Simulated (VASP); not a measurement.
# Al2O3: relaxation of cell and atoms with r2SCAN

Crystal: Al2O3.

```
CELL_PARAMETERS angstrom
3.01748 0.00000 0.00000
-1.50874 2.61322 0.00000
0.00000 0.00000 7.57464
ATOMIC_POSITIONS crystal
Al 0.00000 0.00000 0.27795
Al 0.00000 0.00000 0.72205
O 0.33333 0.66667 0.19945
O 0.66667 0.33333 0.80055
O 0.00000 0.00000 0.50000
```

```
Program                : VASP 6.6.1
Task                   : relaxation of cell and atoms
Functional             : r2SCAN
Potentials or basis    : VASP PAW PBE potentials, release 64 (Al, O)
Cutoff                 : 600 eV
k mesh                 : 12 × 12 × 4
Occupations            : gaussian, width 0.02 eV
Spin                   : no spin polarisation
Dipole correction      : no
Further INCAR settings : ALGO = Normal; EDIFF = 1e-06; IBRION = 2; EDIFFG = -0.005; NSW = 100; ISIF = 3
```

| Item | Value |
| --- | --- |
| Relaxed volume | 11.57 Å³/atom |
| Relaxed cell | a = 2.984 Å, b = 2.984 Å, c = 7.503 Å, α = 90.00°, β = 90.00°, γ = 120.00° |
| Space group after relaxing (to 0.05 Å) | P-3m1 (No. 164) |
| Energy gained by relaxing | 7.9 meV/atom |
| Ionic steps | 7 |
| Pressure after relaxing | 0.0 GPa |
| Largest force after relaxing | 0.003 eV/Å |
| Band gap on the k mesh | 3.12 eV, direct |

Forces in eV/Å, atoms in the order of the input:
```
Al   0.000  0.000  0.000
Al   0.000  0.000  0.000
O    0.000  0.000 -0.003
O    0.000  0.000  0.003
O    0.000  0.000  0.000
```

Step by step:
```
step  energy change (eV)  largest force (eV/Å)  pressure (GPa)  volume (Å³)
   1              0.0000                0.4153           -5.81        59.73
   2              0.0065                0.5811            6.99        56.06
   3             -0.0383                0.2106           -0.05        57.92
   4             -0.0338                0.4962            0.05        57.73
   5             -0.0394                0.0141           -0.04        57.86
   6             -0.0394                0.0128           -0.04        57.86
   7             -0.0394                0.0031            0.00        57.85
```

Final structure:
```xyz
5
Lattice="2.9837 0.0000 0.0000 -1.4918 2.5839 0.0000 0.0000 0.0000 7.5031" Properties=species:S:1:pos:R:3 pbc="T T T"
Al    0.0000    0.0000    2.0854
Al    1.4918    2.5839    5.4177
O     0.0000    1.7226    1.5064
O     1.4918    0.8613    5.9967
O    -1.4918    2.5839    3.7515
```

Levels at points of the mesh, in eV from the valence-band top:
| k point | band 8 | band 9 | band 10 | band 11 | band 12 | band 13 | band 14 | band 15 | band 16 |
| --- | --- | --- | --- | --- | --- | --- | --- | --- | --- |
| (0.00, 0.00, 0.00) | -4.00 | -4.00 | -2.53 | 0.00 | 0.00 | 3.12 | 5.27 | 8.24 | 11.55 |
| (0.50, 0.00, 0.00) | -4.58 | -3.69 | -3.37 | -1.90 | -0.52 | 5.32 | 7.10 | 9.10 | 10.08 |
| (0.00, 0.00, 0.50) | -3.99 | -3.91 | -3.29 | 0.00 | 0.00 | 4.04 | 4.28 | 9.19 | 9.62 |
| (0.50, 0.00, 0.50) | -4.56 | -3.61 | -3.59 | -1.83 | -0.52 | 5.86 | 6.35 | 9.22 | 9.50 |

It took 40 min on 1 thread of AMD EPYC 7R43 64-Core Processor (Zen 3), with other jobs on the host, peak memory 0.2 GiB.

Caveat: the PAW data sets were made with another functional, which shifts forces and pressure a little. r2SCAN opens gaps a little over a GGA but as a rule still falls short of measured ones.
